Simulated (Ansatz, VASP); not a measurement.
# Ag: VASP beside Ansatz

```
Ag
1.0
     2.88591    0.00000    0.00000
    -1.44295    2.49927    0.00000
     0.00000    0.00000   10.38444
Ag
4
Direct
  0.33333 0.66667 0.11640
  0.66667 0.33333 0.61640
  0.33333 0.66667 0.38360
  0.66667 0.33333 0.88360
```

Alike in both runs: functional PBE; k mesh 18 × 18 × 6; occupations gaussian, width 0.1 eV; no spin polarisation.

Ansatz relaxed the structure, and its values are those at the end. VASP's run is a single point on that final structure, the one shown.

|  | VASP | Ansatz |
| --- | --- | --- |
| version | VASP 6.6.1 | Ansatz 0.2.0 |
| potentials or method | VASP PAW PBE potentials, release 64 (Ag), cutoff 520 eV | scalar-relativistic, plane waves, PAW |
| valence electrons in the cell | 44 | 76 |

|  | VASP | Ansatz | Ansatz less VASP |
| --- | --- | --- | --- |
| gap on the k mesh at the Fermi level (eV) | none | none | - |
| pressure (GPa) | -0.1 | 0.0 | +0.07 |

A gap of «none» marks a metal or a gap that the smearing closes. VASP's potentials hold 44 valence electrons a cell and Ansatz's 76, so a difference there can come from the potentials and not from the codes.
